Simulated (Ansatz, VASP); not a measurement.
## One calculation of KF, two programs

INCAR

```
SYSTEM = KF
PREC = Accurate
ENCUT = 600
EDIFF = 1E-7
ISMEAR = 0
SIGMA = 0.02
LREAL = .FALSE.
LASPH = .TRUE.
NELM = 120
ALGO = Normal
ISIF = 3
LWAVE = .FALSE.
LCHARG = .FALSE.
GGA = PE
IBRION = 2
NSW = 100
EDIFFG = -0.005
GGA_COMPAT = .FALSE.
NELMIN = 4
```

File KPOINTS:

```
regular mesh
0
G
  8 8 8
  0 0 0
```

The input POSCAR:

```
KF
1.0
    0.0000000000      2.6735000000      2.6735000000
    2.6735000000      0.0000000000      2.6735000000
    2.6735000000      2.6735000000      0.0000000000
K F
1 1
Direct
    0.0000000000      0.0000000000      0.0000000000
    0.5000000000      0.5000000000      0.5000000000
```

Input for Ansatz:

```yaml
crystal:
  lattice:
    - [0.0, 2.6735, 2.6735]
    - [2.6735, 0.0, 2.6735]
    - [2.6735, 2.6735, 0.0]
  atoms:
    - { symbol: K, position: [0.0, 0.0, 0.0] }
    - { symbol: F, position: [0.5, 0.5, 0.5] }
basis:
  ecutwfc: 420
kpoints:
  mp_grid: { grid: [8, 8, 8] }
hamiltonian:
  xc: pbe
scf:
  occupations: { method: gaussian, width: 0.02 }
output:
  forces: true
  stress: true
  eigenvalues: true
relax:
  adjacent_minimum: "off"
  f_tol: 0.005
  max_steps: 80
  cell: { stress_tol: 0.05 }
```

Alike in both runs: task relaxation of cell and atoms; functional PBE; k mesh 8 × 8 × 8; occupations gaussian, width 0.02 eV; no spin polarisation.

```csv
,VASP,Ansatz
version,VASP 6.6.1,Ansatz 0.2.0
potentials or method,"VASP PAW PBE potentials, release 64 (K_sv, F), cutoff 600 eV","scalar-relativistic, plane waves, PAW"
valence electrons in the cell,16,16
```

VASP gave:

* gap on the k mesh at the Fermi level, each at its own relaxed structure (eV): 5.95
* relaxed volume (Å³/atom): 19.92
* relaxed length of the cell vector where the two differ most in proportion (Å): 3.834

Question: Estimate Ansatz's values.

Answer: gap on the k mesh at the Fermi level, each at its own relaxed structure (eV): 5.97; relaxed volume (Å³/atom): 19.89; relaxed length of the cell vector where the two differ most in proportion (Å): 3.832.
